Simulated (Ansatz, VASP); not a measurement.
## Ge in VASP and in Ansatz

File INCAR:

```
ALGO = Fast
EDIFF = 1E-6
ENCUT = 520
GGA = PS
ISIF = 2
ISMEAR = 0
LASPH = T
LCHARG = F
LREAL = F
LWAVE = F
NBANDS = 21
NELM = 100
PREC = Accurate
SIGMA = 0.15
```

The input KPOINTS:

```
k-points
0
Gamma
  20 20 20
```

POSCAR

```
Ge
1.0
   -2.3799227438      2.5416674625      1.4369470000
    2.3799227438     -2.5416674625      1.4369470000
    2.6118732562      2.7600585375     -1.4369470000
Ge
2
Direct
    0.1859430000      0.9359430000      0.2500000000
    0.8140570000      0.0640570000      0.7500000000
```

Input for Ansatz:

```yaml
crystal:
  lattice:
    - [-2.3799227438, 2.5416674625, 1.436947]
    - [2.3799227438, -2.5416674625, 1.436947]
    - [2.6118732562, 2.7600585375, -1.436947]
  atoms:
    - { symbol: Ge, position: [0.185943, 0.935943, 0.25] }
    - { symbol: Ge, position: [0.814057, 0.064057, 0.75] }
basis:
  ecutwfc: 420
kpoints:
  mp_grid: { grid: [20, 20, 20] }
hamiltonian:
  xc: pbesol
scf:
  occupations: { method: gaussian, width: 0.15 }
output:
  forces: true
  stress: true
  eigenvalues: true
```

Change from the starting cell: strain +0.0875 x Voigt [0, 0, 0, 0, 0, 1], atoms carried along.

Alike in both runs: task single point; functional PBEsol; k mesh 20 × 20 × 20; occupations gaussian, width 0.15 eV; no spin polarisation.

```csv
,VASP,Ansatz
version,VASP 6.6.1,Ansatz 0.2.0
potentials or method,"VASP PAW PBE potentials, release 64 (Ge_d), cutoff 520 eV","scalar-relativistic, plane waves, PAW"
valence electrons in the cell,28,28
```

Ansatz gave:

| Property | Result |
| --- | --- |
| gap on the k mesh at the Fermi level (eV) | none |
| pressure (GPa) | -2.2 |
| traceless stress, the component that is largest in VASP (GPa) | -3.75 |
| rms of the force components (eV/Å) | 0.020 |

Problem. What did VASP give for the same quantities?

Solution. gap on the k mesh at the Fermi level (eV): none; pressure (GPa): -2.1; traceless stress, the component that is largest in VASP (GPa): -3.75; rms of the force components (eV/Å): 0.021.

VASP's potentials were made for PBE, not for PBEsol. Atom by atom the forces differ by 0.001 eV/Å (rms over components). A gap of «none» marks a metal or a gap that the smearing closes. The functional is the same, so the differences come from potentials, cutoffs and numerics.
